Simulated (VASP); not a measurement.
# Ag (Fm-3m) in VASP: notebook, part 3 of 4

VASP 6.6.1. Earlier steps stand in the parts before.

### 4 Single point, r2SCAN+D4

This run uses another cell than the first one, of 16.37 Å³/atom, 0.906 times its volume.

Contents of POSCAR:

```
Ag
1.0
    0.0000000000      2.0151418859      2.0151418859
    2.0151418859      0.0000000000      2.0151418859
    2.0151418859      2.0151418859      0.0000000000
Ag
1
Direct
    0.0000000000      0.0000000000      0.0000000000
```

Contents of INCAR.step1:

```
SYSTEM = Ag
PREC = Accurate
ENCUT = 520
ISMEAR = -1
SIGMA = 0.05
LREAL = .FALSE.
LASPH = .TRUE.
NELM = 100
NBANDS = 12
GGA = PE
ALGO = Normal
EDIFF = 1E-4
LWAVE = .TRUE.
LCHARG = .FALSE.
```

Contents of INCAR.step2:

```
SYSTEM = Ag
PREC = Accurate
ENCUT = 520
EDIFF = 1E-7
ISMEAR = -1
SIGMA = 0.05
LREAL = .FALSE.
LASPH = .TRUE.
NELM = 100
ALGO = Normal
ISIF = 2
LWAVE = .FALSE.
LCHARG = .FALSE.
METAGGA = R2SCAN
LMIXTAU = .TRUE.
IVDW = 13
VDW_S6 = 1.0
VDW_S8 = 0.6018749
VDW_A1 = 0.51559235
VDW_A2 = 5.77342911
NBANDS = 12
ISTART = 1
```

Contents of KPOINTS:

```
regular mesh
0
G
  11 11 11
  0 0 0
```

Potentials or basis: VASP PAW PBE potentials, release 64 (Ag).

Started as:

```console
$ cat potpaw_PBE.64/Ag/POTCAR > POTCAR
$ cp INCAR.step1 INCAR
$ mpirun -np 1 vasp_std > vasp.out
$ cp INCAR.step2 INCAR
$ mpirun -np 1 vasp_std > vasp.out
```

OUTCAR:

```text
SYSTEM = Ag
   PREC = Accurate
   ENCUT = 520
   EDIFF = 1E-7
   ISMEAR = -1
   LREAL = .FALSE.
   LASPH = .TRUE.
   NELM = 100
   ISIF = 2
   METAGGA = R2SCAN
   IVDW = 13
   ISTART = 1

 ion  position               nearest neighbor table
   1  0.000  0.000  0.000-

  LATTYP: Found a face centered cubic cell.
 ALAT       =     4.0302837718

  Lattice vectors:

 A1 = (   0.0000000000,   2.0151418859,   2.0151418859)
 A2 = (   2.0151418859,   0.0000000000,   2.0151418859)
 A3 = (   2.0151418859,   2.0151418859,   0.0000000000)

Analysis of symmetry for initial positions (statically):
=====================================================================
 Subroutine PRICEL returns:
 Original cell was already a primitive cell.

 Routine SETGRP: Setting up the symmetry group for a
 face centered cubic supercell.

 Subroutine GETGRP returns: Found 48 space group operations
 (whereof 48 operations were pure point group operations)
 out of a pool of 48 trial point group operations.

The static configuration has the point symmetry O_h .

Analysis of symmetry for dynamics (positions and initial velocities):
=====================================================================
 Subroutine PRICEL returns:
 Original cell was already a primitive cell.

 Routine SETGRP: Setting up the symmetry group for a
 face centered cubic supercell.

 Subroutine GETGRP returns: Found 48 space group operations
 (whereof 48 operations were pure point group operations)
 out of a pool of 48 trial point group operations.

The dynamic configuration has the point symmetry O_h .

 Subroutine INISYM returns: Found 48 space group operations
 (whereof 48 operations are pure point group operations),
 and found     1 'primitive' translations

----------------------------------------------------------------------------------------

                                     Primitive cell

  volume of cell :      16.3662

  direct lattice vectors                    reciprocal lattice vectors
     0.000000000  2.015141886  2.015141886    -0.248121486  0.248121486  0.248121486
     2.015141886  0.000000000  2.015141886     0.248121486 -0.248121486  0.248121486
     2.015141886  2.015141886  0.000000000     0.248121486  0.248121486 -0.248121486

  length of vectors
     2.849840985  2.849840985  2.849840985     0.429759021  0.429759021  0.429759021

  position of ions in fractional coordinates (direct lattice)
     0.000000000  0.000000000  0.000000000

  ion indices of the primitive-cell ions
   primitive index   ion index
                 1           1

----------------------------------------------------------------------------------------

 KPOINTS: regular mesh

Automatic generation of k-mesh.
 Grid dimensions read from file:
 generate k-points for:   11   11   11

 Generating k-lattice:

  Cartesian coordinates                     Fractional coordinates (reciprocal lattice)
    -0.022556499  0.022556499  0.022556499     0.090909091  0.000000000  0.000000000
     0.022556499 -0.022556499  0.022556499     0.000000000  0.090909091  0.000000000
     0.022556499  0.022556499 -0.022556499     0.000000000  0.000000000  0.090909091

  Length of vectors
     0.039069002  0.039069002  0.039069002

  Shift w.r.t. Gamma in fractional coordinates (k-lattice)
     0.000000000  0.000000000  0.000000000

 Subroutine IBZKPT returns following result:
 ===========================================

 Found     56 irreducible k-points:

 Following reciprocal coordinates:
            Coordinates               Weight
  0.000000  0.000000  0.000000      1.000000
  0.090909  0.000000  0.000000      8.000000
  0.181818  0.000000  0.000000      8.000000
  0.272727  0.000000  0.000000      8.000000
  0.363636  0.000000  0.000000      8.000000
  0.454545  0.000000  0.000000      8.000000
[... 16 lines left out ...]
 -0.272727  0.181818  0.000000     24.000000
 -0.181818  0.181818  0.000000     12.000000
 [... further k-points ...]
   k-points           NKPTS =     56   k-points in BZ     NKDIM =     56   number of bands    NBANDS=     12
   number of dos      NEDOS =    301   number of ions     NIONS =      1
   total plane-waves  NPLWV =  13824
   dimension x,y,z NGX =    24 NGY =   24 NGZ =   24
   dimension x,y,z NGXF=    48 NGYF=   48 NGZF=   48
   ions per type =               1
   NGX,Y,Z   is equivalent  to a cutoff of  14.00, 14.00, 14.00 a.u.
   NGXF,Y,Z  is equivalent  to a cutoff of  28.00, 28.00, 28.00 a.u.
 SYSTEM =  Ag
   PREC   = accura    normal or accurate (medium, high low for compatibility)
   ISTART =      1    job   : 0-new  1-cont  2-samecut
   ICHARG =      0    charge: 1-file 2-atom 10-const
   ISPIN  =      1    spin polarized calculation?
   LNONCOLLINEAR =      F non collinear calculations
   LSORBIT =      F    spin-orbit coupling
   LASPH  =      T    aspherical Exc in radial PAW
   ENCUT  =  520.0 eV  38.22 Ry    6.18 a.u.   5.30  5.30  5.30*2*pi/ulx,y,z
   NELM   =    100;   NELMIN=  2; NELMDL=  0     # of ELM steps
   EDIFF  = 0.1E-06   stopping-criterion for ELM
   LREAL  =      F    real-space projection
   EDIFFG = 0.1E-05   stopping-criterion for IOM
   NSW    =      0    number of steps for IOM
   IBRION =     -1    ionic relax: 0-MD 1-quasi-New 2-CG
   NFREE  =      0    steps in history (QN), initial steepest desc. (CG)
   ISIF   =      2    stress and relaxation
   ISYM   =      2    0-nonsym 1-usesym 2-fastsym
   POTIM  = 0.5000    time-step for ionic-motion
   TEBEG  =    0.0;   TEEND  =   0.0 temperature during run
   PSTRESS=    0.0 pullay stress
   NELECT =      11.0000    total number of electrons
   NUPDOWN=      -1.0000    fix difference up-down
   EMIN   =  10.00;   EMAX   =-10.00  energy-range for DOS
   EFERMI =   0.00;   METHOD = LEGACY
   ISMEAR =    -1;   SIGMA  =   0.05  broadening in eV -4-tet -1-fermi 0-gaus
   EFERMI_NEDOS =   21; number of points for ismear=-14 and -15
   IALGO  =     38    algorithm
   IMIX   =      4    mixing-type and parameters
     AMIX     =   0.40;   BMIX     =  1.00
     AMIX_MAG =   1.60;   BMIX_MAG =  1.00
  volume/ion in A,a.u.               =      16.37       110.44
  Fermi-wavevector in a.u.,A,eV,Ry     =   1.434025  2.709915 27.979403  2.056428
  Thomas-Fermi vector in A             =   2.553479
   LORBIT       =      0    0 simple, 1 ext, 2 COOP (PROOUT), +10 PAW based schemes
   METAGGA = R2SCAN    functional components
   LHFCALC =     F    Hartree Fock is set to
   AEXX    =    0.0000 exact exchange contribution
   IVDW    =    13    specifies the selected vdW correction
   LEPSILON=     F    determine dielectric tensor
   LRPA    =     F    only Hartree local field effects (RPA)
 non-spin polarized calculation
  energy-cutoff  :      520.00
  volume of cell :       16.37
 maximum number of plane-waves:       459
 NGX is ok and might be reduce to    24
   NGX = 11   NGY = 11   NGZ = 11

 number of electron      11.0000002 magnetization

 Free energy of the ion-electron system (eV)
  ---------------------------------------------------
  ext. energy  EPLUGINS =         0.00000000
  ---------------------------------------------------
  free energy    TOTEN  =       -21.34260348 eV

  energy without entropy =      -21.34025713  energy(sigma->0) =      -21.34143031

 E-fermi :   9.2693     XC(G=0): -13.2625

 val. band max:        9.2111668753   @ k =  -0.4545   0.0909   0.0000
 cond. band min:       9.3355771772   @ k =   0.4545   0.3636   0.0000
 fundamental gap:      0.1244103019
 Fermi energy:         9.2693196769

 k-point     1 :       0.0000    0.0000    0.0000
  band No.  band energies     occupation
      1       0.7266      2.00000
      2       3.7059      2.00000
      3       3.7059      2.00000
      4       3.7059      2.00000
      5       4.8300      2.00000
      6       4.8300      2.00000
      7      25.7551      0.00000
      8      29.7522      0.00000
      9      29.7522      0.00000
     10      29.7522      0.00000
     11      34.8096      0.00000
     12      36.1504      0.00000
[... 331 lines left out ...]
 k-point    24 :      -0.1818    0.1818    0.0000
  band No.  band energies     occupation
      1       2.8279      2.00000
      2       3.2656      2.00000
      3       3.9500      2.00000
      4       4.3774      2.00000
      5       4.4013      2.00000
      6       6.1281      2.00000
      7      21.7433      0.00000
      8      22.1398      0.00000
      9      28.7210      0.00000
     10      30.5494      0.00000
     11      31.4855      0.00000
     12      35.2946      0.00000

 [... further k-points ...]

------------------------ aborting loop because EDIFF is reached ----------------------------------------

  DFT-D4 for vdW energy calculation

  Edisp (eV):   -0.20358

  FORCE on cell =-STRESS in cart. coord.  units (eV):
  Direction    XX          YY          ZZ          XY          YZ          ZX
  --------------------------------------------------------------------------------------
  -------------------------------------------------------------------------------------
  Total       0.48278     0.48278     0.48278    -0.00000     0.00000    -0.00000
  in kB      47.26200    47.26200    47.26200    -0.00000     0.00000    -0.00000
  external pressure =       47.26 kB  Pullay stress =        0.00 kB

 VOLUME and BASIS-vectors are now :
 -----------------------------------------------------------------------------
  energy-cutoff  :      520.00
  volume of cell :       16.37
      direct lattice vectors                 reciprocal lattice vectors
     0.000000000  2.015141886  2.015141886    -0.248121486  0.248121486  0.248121486
     2.015141886  0.000000000  2.015141886     0.248121486 -0.248121486  0.248121486
     2.015141886  2.015141886  0.000000000     0.248121486  0.248121486 -0.248121486

 POSITION                                       TOTAL-FORCE (eV/Angst)
 -----------------------------------------------------------------------------------
      0.00000      0.00000      0.00000        -0.000000      0.000000     -0.000000
 -----------------------------------------------------------------------------------
    total drift:                                0.000000      0.000000     -0.000000

  FREE ENERGIE OF THE ION-ELECTRON SYSTEM (eV)
  ---------------------------------------------------
  free  energy   TOTEN  =       -21.5461877178 eV

  energy  without entropy=      -21.5438413669  energy(sigma->0) =      -21.54501454
```

It took 29 s on 1 thread of Intel Xeon 6975P-C, shared host; peak memory 0.15 GiB.

What came out:

```
Free energy                : -21.5462 eV
Pressure                   : 4.7 GPa
Dispersion energy per atom : -0.204 eV
```

Caveat: the PAW data sets were made with another functional, which shifts forces and pressure a little; pairwise dispersion overbinds metals, which lowers pressure and volume.

(Part 3 of 4 ends here.)
